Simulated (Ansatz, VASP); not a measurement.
# GaN in VASP and in Ansatz

Contents of POSCAR:

```
GaN
1.0
    0.0000000000      2.2976981147      2.2976981147
    2.2976981147      0.0000000000      2.2976981147
    2.2976981147      2.2976981147      0.0000000000
Ga N
1 1
Direct
    0.0000000000      0.0000000000      0.0000000000
    0.2500000000      0.2500000000      0.2500000000
```

File INCAR.step1:

```
SYSTEM = GaN
ALGO = Normal
EDIFF = 1E-5
ENCUT = 520
GGA = PE
ISIF = 2
ISMEAR = -1
LASPH = .TRUE.
LREAL = .FALSE.
LWAVE = .TRUE.
NBANDS = 16
NELM = 100
PREC = Accurate
SIGMA = 0.05
```

Contents of INCAR.step2:

```
SYSTEM = GaN
AEXX = 0.2
AGGAC = 0.81
AGGAX = 0.72
ALDAC = 0.19
ALGO = Normal
EDIFF = 1E-6
ENCUT = 520
GGA = B5
ISIF = 2
ISMEAR = -1
ISTART = 1
LASPH = .TRUE.
LCHARG = .TRUE.
LELF = .TRUE.
LHFCALC = .TRUE.
LREAL = .FALSE.
LVHAR = .TRUE.
LWAVE = .FALSE.
NBANDS = 16
NELM = 100
PREC = Accurate
PRECFOCK = Normal
SIGMA = 0.05
```

The input KPOINTS:

```
k-points
0
G
  5 5 5
  0 0 0
```

input.yaml

```yaml
crystal:
  lattice:
    - [0.0, 2.2976981147, 2.2976981147]
    - [2.2976981147, 0.0, 2.2976981147]
    - [2.2976981147, 2.2976981147, 0.0]
  atoms:
    - { symbol: Ga, position: [0.0, 0.0, 0.0] }
    - { symbol: "N", position: [0.25, 0.25, 0.25] }
hamiltonian:
  xc: b3lyp5
  pseudopotentials: { kind: paw }
kpoints:
  mp_grid: { grid: [5, 5, 5] }
scf:
  occupations: { method: fermi_dirac, width: 0.05 }
output:
  forces: true
  stress: true
  eigenvalues: true
```

Alike in both runs: task single point; functional B3LYP5; k mesh 5 × 5 × 5; occupations fermi-dirac, width 0.05 eV; no spin polarisation.

|  | VASP | Ansatz |
| --- | --- | --- |
| version | VASP 6.6.1 | Ansatz 0.2.0 |
| potentials or method | VASP PAW PBE potentials, release 64 (Ga_d, N) | Ansatz PAW |
| plane-wave cutoff (eV) | 520 | 420 |
| valence electrons in the cell | 18 | 18 |

Ansatz gave:

- gap on the k mesh at the Fermi level (eV): 2.95
- least direct gap on the mesh (eV): 2.95
- pressure (GPa): -6.2

Question: Estimate VASP's values.

Answer: gap on the k mesh at the Fermi level (eV): 2.98; least direct gap on the mesh (eV): 2.98; pressure (GPa): -5.1.

VASP's potentials were made for PBE, not for B3LYP5. With one functional, cell and mesh, what is left measures potentials, basis and numerics.

The k mesh is coarse, so the values compare programs but aren't converged. Noted on Ansatz's run: odd divisions of the mesh miss points on the zone boundary, where band edges often lie, so the gap on the mesh can be too wide.
